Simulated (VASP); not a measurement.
Wanted: the native input for a VASP 6.6.1 run.

| Property | Result |
| --- | --- |
| Task | single point |
| Functional | PBE |
| Potentials or basis | VASP PAW PBE potentials, release 64 (Rb_sv) |
| Cutoff | 520 eV |
| k mesh | 1 × 1 × 4 |
| Occupations | gaussian, width 0.05 eV |
| Spin | no spin polarisation |
| Dipole correction | no |
| Further INCAR settings | ALGO = Normal; EDIFF = 1e-06; NBANDS = 50 |

The structure of Rb lies in POSCAR:

```
Rb
1.0
   17.0000000000      0.0000000000      0.0000000000
    0.0000000000     15.0000000000      0.0000000000
    0.0000000000      0.0000000000      8.0186230480
Rb
9
Direct
    0.5000000000      0.5000000000      0.0000000000
    0.2641581456      0.5000000000      0.5000000000
    0.7358418544      0.5000000000      0.5000000000
    0.2641581456      0.6890007578      0.0000000000
    0.2641581456      0.3109992422      0.0000000000
    0.7358418544      0.6890007578      0.0000000000
    0.7358418544      0.3109992422      0.0000000000
    0.5000000000      0.6890007578      0.5000000000
    0.5000000000      0.3109992422      0.5000000000
```

The input as run:

INCAR

```
SYSTEM = Rb
PREC = Accurate
ENCUT = 520
EDIFF = 1E-6
ISMEAR = 0
SIGMA = 0.05
LREAL = .False.
LASPH = .True.
NELM = 100
ALGO = Normal
ISIF = 2
LWAVE = .False.
LCHARG = .True.
GGA = PE
LELF = .True.
LVHAR = .True.
NBANDS = 50
```

KPOINTS

```
regular mesh
0
Gamma
  1 1 4
  0 0 0
```

Potentials or basis: VASP PAW PBE potentials, release 64 (Rb_sv).

Launch:

```sh
$ cat potpaw_PBE.64/Rb_sv/POTCAR > POTCAR
$ mpirun -np 1 vasp_std > vasp.out
```

It gave:

```yaml
Largest_force: 0.076 eV/Å
```

It took 7.9 min on 1 thread of Intel(R) Xeon(R) 6975P-C (Granite Rapids), on a shared host, peak memory 1.4 GiB.
